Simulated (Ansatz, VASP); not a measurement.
**K in VASP and in Ansatz**

```
K
1.0
     8.00000    0.00000    0.00000
     0.00000    8.30000    0.00000
     0.00000    0.00000    8.60000
K
1
Direct
  0.00000 0.00000 0.00000
```

Alike in both runs: task single point; functional PBE; k mesh 1 × 1 × 1; occupations fermi-dirac, width 0.1 eV; collinear spin.

```csv
,VASP,Ansatz
version,VASP 6.6.1,Ansatz 0.2 development build
potentials or method,"VASP PAW PBE potentials, release 64 (K_sv)","PAW hard, scalar-relativistic"
plane-wave cutoff (eV),400,390
```

Ansatz gave:

| Quantity | Value |
| --- | --- |
| net moment per atom (μB) | 0.16 |
| size of the moment on the site where the two differ most (μB) | 0.11 |

Task: Estimate VASP's values.

Result: net moment per atom (μB): 0.27; size of the moment on the site where the two differ most (μB): 0.01.

The net moments are unlike, so the other rows may belong to different states. Site moments also hang on the region over which each program counts them.
